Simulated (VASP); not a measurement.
Wanted: the native input for a VASP 6.6.1 run.

| Property | Result |
| --- | --- |
| Task | single point |
| Functional | PBEsol |
| Potentials or basis | VASP PAW PBE potentials, release 64 (Ti_sv, Al) |
| Cutoff | 520 eV |
| k mesh | 18 × 18 × 10 |
| Occupations | gaussian, width 0.15 eV |
| Spin | no spin polarisation |
| Dipole correction | no |
| Further INCAR settings | ALGO = Normal; EDIFF = 1e-06; NBANDS = 14 |

The structure of TiAl lies in POSCAR:

```
TiAl
1.0
    2.9425000000      0.0000000000      0.0000000000
   -1.4712500000      2.5482797506      0.0000000000
    0.0000000000      0.0000000000      4.2497000000
Ti Al
1 1
Direct
    0.0000000000      0.0000000000      0.0000000000
    0.3333333333      0.6666666667      0.5000000000
```

These files were run (other wordings do the same):

INCAR

```
SYSTEM = TiAl
PREC = Accurate ; ENCUT = 520
EDIFF = 1E-6 ; ISMEAR = 0
SIGMA = 0.15 ; LREAL = .FALSE.
LASPH = .TRUE. ; NELM = 80
ALGO = Normal ; ISIF = 2
LWAVE = .FALSE. ; LCHARG = .FALSE.
GGA = PS ; NBANDS = 14
```

KPOINTS

```
Automatic mesh
0
G
  18 18 10
  0 0 0
```

Potentials or basis: VASP PAW PBE potentials, release 64 (Ti_sv, Al).

The run is started by

```sh
$ cat potpaw_PBE.64/Ti_sv/POTCAR potpaw_PBE.64/Al/POTCAR > POTCAR
$ mpirun -np 1 vasp_std > vasp.out
```

Results of the run:

```json
{
 "Pressure": "4.6 GPa",
 "Band gap on the k mesh": "zero (an odd number of electrons rules out a gap without spin polarisation)"
}
```

Caveat: the cell stands under pressure; the PAW data sets were made with another functional, which shifts forces and pressure a little.

Wall time 110 s on 1 thread of Intel Xeon 8259CL (shared host), peak memory 0.23 GiB.
